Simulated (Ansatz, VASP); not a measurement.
## One calculation of InP, two programs

```
In P
1.0
     0.00000    2.89089    2.89089
     2.89089    0.00000    2.89089
     2.89089    2.89089    0.00000
In P
1 1
Direct
  0.00000 0.00000 0.00000
  0.75000 0.75000 0.75000
```

Alike in both runs: task single point; functional r2SCAN0; k mesh 4 × 4 × 4; occupations fermi-dirac, width 0.05 eV; no spin polarisation.

|  | VASP | Ansatz |
| --- | --- | --- |
| version | VASP 6.6.1 | Ansatz 0.2.0 |
| potentials or method | VASP PAW PBE potentials, release 64 (In_d, P) | Ansatz PAW |
| plane-wave cutoff (eV) | 520 | 500 |
| valence electrons in the cell | 18 | 18 |

|  | VASP | Ansatz | Ansatz less VASP |
| --- | --- | --- | --- |
| gap on the k mesh at the Fermi level (eV) | 2.77 | 2.71 | -0.059 |
| least direct gap on the mesh (eV) | 2.77 | 2.71 | -0.059 |
| pressure (GPa) | 3.9 | 4.1 | +0.25 |

VASP's potentials were made for PBE, not for r2SCAN0.

The k mesh is coarse, so the values compare programs but aren't converged.
